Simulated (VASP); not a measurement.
Runs of VASP 6.6.1 on FeCo2. The structure is that of space group Fm-3m (No. 225), or close to it. The cells are those of the table. The cell was generated, and may not be a known phase.

| task | cell | k mesh | cutoff (eV) | gap on the mesh (eV) | pressure (GPa) | moment (μB) |
| --- | --- | --- | --- | --- | --- | --- |
| single point | a = 3.636 Å, angles 60.0°, 3 atoms | 6 × 6 × 6 | 520 | none | (b) | 2.69 |
| single point | a = 3.832 Å, angles 60.0°, 3 atoms | 14 × 14 × 14 | 520 | none | -0.5 | (a) |
| relaxation of cell and atoms | relaxed from a = 3.636 Å, angles 60.0°, 3 atoms | 6 × 6 × 6 | 600 | none | 0.4 | 5.86 |
| single point | a = 3.748 Å, angles 60.0°, 3 atoms | 6 × 6 × 6 | 520 | none | 11.4 | 5.79 |

Alike in all rows: level PBE; potentials or basis VASP PAW PBE potentials, release 64 (Fe, Co); spin collinear, ferromagnetic start; smearing gaussian 0.1 eV.

**Question.** Estimate the missing entries.

**Answer.** (a) 5.82; (b) 19.1.

Caveats: the cell stands under pressure (at least some runs).

A gap of «none» marks levels without a gap at the run's occupations.
